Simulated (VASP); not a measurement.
# TiTe2 in VASP: notebook, part 3 of 3

VASP 6.6.1. The steps go on from the part before.

## Step 6: Single point, PBE (atom 3 (Te) moved 0.05 Å along x)

INCAR

```
SYSTEM = TiTe2
ALGO     = Normal         ! electronic algorithm
EDIFF    = 1E-7           ! SCF threshold, eV
ENCUT    = 520            ! plane-wave cutoff, eV
GGA      = PE             ! functional
ISIF     = 2              ! what is computed and relaxed
ISMEAR   = 0              ! smearing method
LASPH    = .True.         ! aspherical terms in the spheres
LCHARG   = .False.        ! write CHGCAR
LREAL    = .False.        ! projectors in reciprocal space
LWAVE    = .False.        ! write WAVECAR
NBANDS   = 19             ! bands
NELM     = 60             ! most SCF steps
PREC     = Accurate       ! precision mode
SIGMA    = 0.05           ! smearing width, eV
```

KPOINTS

```
k-points
0
Gamma
  10 10 10
  0 0 0
```

POSCAR

```
TiTe2
1.0
    0.0000000000      3.4428591255      3.4428591255
    3.4428591255      0.0000000000      3.4428591255
    3.4428591255      3.4428591255      0.0000000000
Ti Te
1 2
Direct
    0.0000000000      0.0000000000      0.0000000000
    0.2500000000      0.2500000000      0.2500000000
    0.7427385934      0.7572614066      0.7572614066
```

Potentials or basis: VASP PAW PBE potentials, release 64 (Ti_sv, Te).

Started as:

```bash
> cat potpaw_PBE.64/Ti_sv/POTCAR potpaw_PBE.64/Te/POTCAR > POTCAR
> mpirun -np 1 vasp_std > vasp.out
```

OUTCAR:

```text
SYSTEM = TiTe2
   EDIFF = 1E-7
   ENCUT = 520
   GGA = PE
   ISIF = 2
   ISMEAR = 0
   LASPH = .True.
   LREAL = .False.
   NELM = 60
   PREC = Accurate

 ion  position               nearest neighbor table
   1  0.000  0.000  0.000-   3 2.95   3 2.95   2 2.98   2 2.98   2 2.98   2 2.98   3 3.01   3 3.01

   2  0.250  0.250  0.250-   1 2.98   1 2.98   1 2.98   1 2.98   3 3.39   3 3.44   3 3.44   3 3.44
                             3 3.44   3 3.49
   3  0.743  0.757  0.757-   1 2.95   1 2.95   1 3.01   1 3.01   2 3.39   2 3.44   2 3.44   2 3.44
                             2 3.44   2 3.49

  LATTYP: Found a face centered cubic cell.
 ALAT       =     6.8857182510

  Lattice vectors:

 A1 = (   0.0000000000,   3.4428591255,   3.4428591255)
 A2 = (   3.4428591255,   0.0000000000,   3.4428591255)
 A3 = (   3.4428591255,   3.4428591255,   0.0000000000)

Analysis of symmetry for initial positions (statically):
=====================================================================
 Subroutine PRICEL returns:
 Original cell was already a primitive cell.

 Routine SETGRP: Setting up the symmetry group for a
 face centered cubic supercell.

 Subroutine GETGRP returns: Found  4 space group operations
 (whereof  4 operations were pure point group operations)
 out of a pool of 48 trial point group operations.

The static configuration has the point symmetry C_2v.

Analysis of symmetry for dynamics (positions and initial velocities):
=====================================================================
 Subroutine PRICEL returns:
 Original cell was already a primitive cell.

 Routine SETGRP: Setting up the symmetry group for a
 face centered cubic supercell.

 Subroutine GETGRP returns: Found  4 space group operations
 (whereof  4 operations were pure point group operations)
 out of a pool of 48 trial point group operations.

The dynamic configuration has the point symmetry C_2v.

 Subroutine INISYM returns: Found  4 space group operations
 (whereof  4 operations are pure point group operations),
 and found     1 'primitive' translations

----------------------------------------------------------------------------------------

                                     Primitive cell

  volume of cell :      81.6183

  direct lattice vectors                    reciprocal lattice vectors
     0.000000000  3.442859126  3.442859126    -0.145228132  0.145228132  0.145228132
     3.442859126  0.000000000  3.442859126     0.145228132 -0.145228132  0.145228132
     3.442859126  3.442859126  0.000000000     0.145228132  0.145228132 -0.145228132

  length of vectors
     4.868938069  4.868938069  4.868938069     0.251542504  0.251542504  0.251542504

  position of ions in fractional coordinates (direct lattice)
     0.000000000  0.000000000  0.000000000
     0.250000000  0.250000000  0.250000000
     0.742738593  0.757261407  0.757261407

  ion indices of the primitive-cell ions
   primitive index   ion index
                 1           1
                 2           2
                 3           3

----------------------------------------------------------------------------------------

 KPOINTS: k-points

Automatic generation of k-mesh.
 Grid dimensions read from file:
 generate k-points for:   10   10   10

 Generating k-lattice:

  Cartesian coordinates                     Fractional coordinates (reciprocal lattice)
    -0.014522813  0.014522813  0.014522813     0.100000000  0.000000000  0.000000000
     0.014522813 -0.014522813  0.014522813     0.000000000  0.100000000  0.000000000
     0.014522813  0.014522813 -0.014522813     0.000000000  0.000000000  0.100000000

  Length of vectors
     0.025154250  0.025154250  0.025154250

  Shift w.r.t. Gamma in fractional coordinates (k-lattice)
     0.000000000  0.000000000  0.000000000

 Subroutine IBZKPT returns following result:
 ===========================================

 Found    171 irreducible k-points:

 Following reciprocal coordinates:
            Coordinates               Weight
  0.000000  0.000000  0.000000      1.000000
  0.100000  0.000000  0.000000      4.000000
  0.000000  0.100000  0.000000      4.000000
  0.200000  0.000000  0.000000      4.000000
  0.000000  0.200000  0.000000      4.000000
  0.300000  0.000000  0.000000      4.000000
[... 16 lines left out ...]
  0.000000  0.400000  0.100000      4.000000
  0.100000  0.000000  0.400000      8.000000
 [... further k-points ...]
   k-points           NKPTS =    171   k-points in BZ     NKDIM =    171   number of bands    NBANDS=     19
   number of dos      NEDOS =    301   number of ions     NIONS =      3
   total plane-waves  NPLWV =  46656
   dimension x,y,z NGX =    36 NGY =   36 NGZ =   36
   dimension x,y,z NGXF=    72 NGYF=   72 NGZF=   72
   ions per type =               1   2
   NGX,Y,Z   is equivalent  to a cutoff of  12.29, 12.29, 12.29 a.u.
   NGXF,Y,Z  is equivalent  to a cutoff of  24.58, 24.58, 24.58 a.u.
 SYSTEM =  TiTe2
   PREC   = accura    normal or accurate (medium, high low for compatibility)
   ISTART =      0    job   : 0-new  1-cont  2-samecut
   ICHARG =      2    charge: 1-file 2-atom 10-const
   ISPIN  =      1    spin polarized calculation?
   LNONCOLLINEAR =      F non collinear calculations
   LSORBIT =      F    spin-orbit coupling
   LASPH  =      T    aspherical Exc in radial PAW
   ENCUT  =  520.0 eV  38.22 Ry    6.18 a.u.   9.05  9.05  9.05*2*pi/ulx,y,z
   NELM   =     60;   NELMIN=  2; NELMDL= -5     # of ELM steps
   EDIFF  = 0.1E-06   stopping-criterion for ELM
   LREAL  =      F    real-space projection
   EDIFFG = 0.1E-05   stopping-criterion for IOM
   NSW    =      0    number of steps for IOM
   IBRION =     -1    ionic relax: 0-MD 1-quasi-New 2-CG
   NFREE  =      0    steps in history (QN), initial steepest desc. (CG)
   ISIF   =      2    stress and relaxation
   ISYM   =      2    0-nonsym 1-usesym 2-fastsym
   POTIM  = 0.5000    time-step for ionic-motion
   TEBEG  =    0.0;   TEEND  =   0.0 temperature during run
   PSTRESS=    0.0 pullay stress
   NELECT =      24.0000    total number of electrons
   NUPDOWN=      -1.0000    fix difference up-down
   EMIN   =  10.00;   EMAX   =-10.00  energy-range for DOS
   EFERMI =   0.00;   METHOD = LEGACY
   ISMEAR =     0;   SIGMA  =   0.05  broadening in eV -4-tet -1-fermi 0-gaus
   EFERMI_NEDOS =   21; number of points for ismear=-14 and -15
   IALGO  =     38    algorithm
   IMIX   =      4    mixing-type and parameters
     AMIX     =   0.40;   BMIX     =  1.00
     AMIX_MAG =   1.60;   BMIX_MAG =  1.00
  volume/ion in A,a.u.               =      27.21       183.60
  Fermi-wavevector in a.u.,A,eV,Ry     =   1.088636  2.057224 16.124648  1.185128
  Thomas-Fermi vector in A             =   2.224822
   LORBIT       =      0    0 simple, 1 ext, 2 COOP (PROOUT), +10 PAW based schemes
   GGA     = PE    functional components
   LHFCALC =     F    Hartree Fock is set to
   AEXX    =    0.0000 exact exchange contribution
   IVDW    =     0    specifies the selected vdW correction
   LEPSILON=     F    determine dielectric tensor
   LRPA    =     F    only Hartree local field effects (RPA)
 non-spin polarized calculation
 Gauss-broadening in eV      SIGMA  =   0.05
  energy-cutoff  :      520.00
  volume of cell :       81.62
 maximum number of plane-waves:      2210
   NGX = 19   NGY = 19   NGZ = 19

 number of electron      23.9999993 magnetization

 Free energy of the ion-electron system (eV)
  ---------------------------------------------------
  ext. energy  EPLUGINS =         0.00000000
  ---------------------------------------------------
  free energy    TOTEN  =       -15.04236470 eV

  energy without entropy =      -15.03382871  energy(sigma->0) =      -15.03809670

 E-fermi :   7.3325     XC(G=0):  -9.7514

 val. band max:        7.3324521584   @ k =   0.4000   0.2000   0.1000
 cond. band min:       7.3349256591   @ k =   0.1000   0.2000  -0.1000
 fundamental gap:      0.0024735007
 Fermi energy:         7.3325091673

 k-point     1 :       0.0000    0.0000    0.0000
  band No.  band energies     occupation
      1     -50.4783      2.00000
      2     -26.7426      2.00000
      3     -26.7294      2.00000
      4     -26.7165      2.00000
      5      -5.8402      2.00000
      6      -2.0624      2.00000
[... 11 lines left out ...]
     18      10.2463      0.00000
     19      10.2973      0.00000
[... 485 lines left out ...]
 k-point    24 :       0.1000    0.0000    0.4000
  band No.  band energies     occupation
      1     -50.4782      2.00000
      2     -26.7452      2.00000
      3     -26.7307      2.00000
      4     -26.7172      2.00000
      5      -4.8899      2.00000
      6      -3.4900      2.00000
[... 11 lines left out ...]
     18      11.4642      0.00000
     19      13.1295      0.00000

 [... further k-points ...]
[... 5 lines left out ...]
  --------------------------------------------------------------------------------------
  -------------------------------------------------------------------------------------
  Total        0.0078374     -0.0131644     -0.0131644      0.0000000      0.1985150      0.0000000
  in kB        0.1538497     -0.2584193     -0.2584193      0.0000000      3.8968713      0.0000000
  external PRESSURE =      -0.1209963 kB  Pullay stress =       0.0000000 kB

 VOLUME and BASIS-vectors are now :
 -----------------------------------------------------------------------------
  energy-cutoff  :      520.00
  volume of cell :       81.62
      direct lattice vectors                 reciprocal lattice vectors
     0.000000000  3.442859126  3.442859126    -0.145228132  0.145228132  0.145228132
     3.442859126  0.000000000  3.442859126     0.145228132 -0.145228132  0.145228132
     3.442859126  3.442859126  0.000000000     0.145228132  0.145228132 -0.145228132

 POSITION                                       TOTAL-FORCE (eV/Angst)
 -----------------------------------------------------------------------------------
      0.00000      0.00000      0.00000         0.073869      0.000000      0.000000
      1.72143      1.72143      1.72143         0.104001      0.000000      0.000000
      5.21429      5.16429      5.16429        -0.177870      0.000000      0.000000
 -----------------------------------------------------------------------------------
    total drift:                               -0.000006     -0.000000      0.000000

  FREE ENERGIE OF THE ION-ELECTRON SYSTEM (eV)
  ---------------------------------------------------
  free  energy   TOTEN  =       -15.0423647001 eV

  energy  without entropy=      -15.0338287098  energy(sigma->0) =      -15.03809670
```

It took 13 min on 1 thread of AMD EPYC 7R13, shared host; peak memory 0.37 GiB.

What came out:

```yaml
Free_energy: -15.0424 eV
Pressure: 0.0 GPa
Largest_force: 0.178 eV/Å
Band_gap_on_the_k_mesh: zero (band 12 reaches 7.47 eV, above the bottom of band 13 at 7.18 eV)
```

Forces in eV/Å, atoms in the order of the input:
```
Ti   0.074  0.000  0.000
Te   0.104  0.000  0.000
Te  -0.178  0.000  0.000
```

Caveat: the cell differs from its parent crystal (atom 3 (Te) moved 0.05 Å along x); spin-orbit coupling is left out, which moves the levels of the heavy elements.

## Step 7: Overview

| cell | gap on the mesh (eV) | pressure (GPa) |
| --- | --- | --- |
| a = 4.933 Å, angles 60.0°, 3 atoms | none | -2.2 |
| a = 4.980 Å, angles 60.0°, 3 atoms | none | -3.6 |
| a = 5.026 Å, angles 60.0°, 3 atoms | none | -4.7 |
| a = 4.869 Å, angles 60.0°, 3 atoms | none | 0.0 |

Some of these runs hold the atoms at other places in the same cell, which the table doesn't show; runs alike in all that it shows share one row.

Alike in all rows: task single point; level PBE; potentials or basis VASP PAW PBE potentials, release 64 (Ti_sv, Te); no spin polarisation; k mesh 10 × 10 × 10; cutoff (eV) 520; smearing gaussian 0.05 eV.

Caveats: spin-orbit coupling is left out, which moves the levels of the heavy elements.

Absolute energies hang on the potentials; compare differences alone.
